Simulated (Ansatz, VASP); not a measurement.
SrTiO3 in VASP and in Ansatz

The input POSCAR:

```
SrTiO3
1.0
    3.9364041186      0.0000000000      0.0000000000
    0.0000000000      3.9364041186      0.0000000000
    0.0000000000      0.0000000000      3.9364041186
Sr Ti O
1 1 3
Direct
    0.5000000000      0.5000000000      0.5000000000
    0.0000000000      0.0000000000      0.0000000000
    0.5000000000      0.0000000000      0.0000000000
    0.0000000000      0.5000000000      0.0000000000
    0.0000000000      0.0000000000      0.5000000000
```

The input INCAR.step1:

```
SYSTEM = SrTiO3
ALGO     = Normal         ! electronic algorithm
EDIFF    = 1E-4           ! SCF threshold, eV
ENCUT    = 520            ! plane-wave cutoff, eV
GGA      = PE             ! functional
ISMEAR   = 0              ! smearing method
ISPIN    = 2              ! spin polarisation
LASPH    = .True.         ! aspherical terms in the spheres
LCHARG   = .False.        ! write CHGCAR
LMAXMIX  = 4              ! l up to which the mixer works
LREAL    = .False.        ! projectors in reciprocal space
LWAVE    = .True.         ! write WAVECAR
MAGMOM   = 0 1 0 0 0      ! initial moments
NBANDS   = 32             ! bands
NELM     = 150            ! most SCF steps
PREC     = Accurate       ! precision mode
SIGMA    = 0.02           ! smearing width, eV
```

INCAR.step2

```
SYSTEM = SrTiO3
ALGO     = Normal         ! electronic algorithm
EDIFF    = 1E-6           ! SCF threshold, eV
ENCUT    = 520            ! plane-wave cutoff, eV
ISIF     = 2              ! what is computed and relaxed
ISMEAR   = 0              ! smearing method
ISPIN    = 2              ! spin polarisation
ISTART   = 1            
LASPH    = .True.         ! aspherical terms in the spheres
LCHARG   = .False.        ! write CHGCAR
LMAXMIX  = 4              ! l up to which the mixer works
LMIXTAU  = .True.       
LORBIT   = 11             ! projections on sites
LREAL    = .False.        ! projectors in reciprocal space
LWAVE    = .False.        ! write WAVECAR
MAGMOM   = 0 1 0 0 0      ! initial moments
METAGGA  = R2SCAN         ! meta-GGA
NBANDS   = 32             ! bands
NELM     = 150            ! most SCF steps
PREC     = Accurate       ! precision mode
SIGMA    = 0.02           ! smearing width, eV
```

KPOINTS

```
k-points
0
Gamma
  8 8 8
  0 0 0
```

Input for Ansatz:

```yaml
crystal:
  lattice:
    - [3.9364041186, 0.0, 0.0]
    - [0.0, 3.9364041186, 0.0]
    - [0.0, 0.0, 3.9364041186]
  atoms:
    - { symbol: Sr, position: [0.5, 0.5, 0.5] }
    - { symbol: Ti, position: [0.0, 0.0, 0.0], spin: 1.0 }
    - { symbol: O, position: [0.5, 0.0, 0.0] }
    - { symbol: O, position: [0.0, 0.5, 0.0] }
    - { symbol: O, position: [0.0, 0.0, 0.5] }
basis:
  ecutwfc: 500
kpoints:
  mp_grid: { grid: [8, 8, 8] }
  band_path:
    path:
      - [[0.0, 0.0, 0.0], [0.0, 0.5, 0.0], [0.5, 0.5, 0.0], [0.0, 0.0, 0.0], [0.5, 0.5, 0.5], [0.0, 0.5, 0.0]]
      - [[0.5, 0.5, 0.5], [0.5, 0.5, 0.0]]
    npoints: 14
hamiltonian:
  xc: r2scan
scf:
  occupations: { method: gaussian, width: 0.02 }
  n_extra_bands: 12
output:
  forces: true
  stress: true
  eigenvalues: true
  populations: true
  dos: { projected: true, de: 0.02, nscf_kmesh: { grid: [12, 12, 12] } }
  bader: true
  write_density: true
  write_potential: true
  elf: true
  volumetric_format: npy
magnetization:
  spin_polarized: true
```

Alike in both runs: task single point; functional r2SCAN; k mesh 8 × 8 × 8; occupations gaussian, width 0.02 eV; collinear spin.

```csv
,VASP,Ansatz
version,VASP 6.6.1,Ansatz 0.2.0
potentials or method,"VASP PAW PBE potentials, release 64 (Sr_sv, Ti_sv, O), cutoff 520 eV","scalar-relativistic, plane waves, PAW"
valence electrons in the cell,40,40
```

Ansatz gave:

| Item | Value |
| --- | --- |
| gap on the k mesh at the Fermi level (eV) | 2.21 |
| least direct gap on the mesh (eV) | 2.59 |
| pressure (GPa) | -4.1 |
| net moment per atom (μB) | 0.00 |

Q: Which values does VASP return?

A: gap on the k mesh at the Fermi level (eV): 2.22; least direct gap on the mesh (eV): 2.62; pressure (GPa): -3.2; net moment per atom (μB): 0.00.

VASP's potentials were made for PBE, not for r2SCAN. Ansatz's warnings: seeded moment not kept, stability check not made.
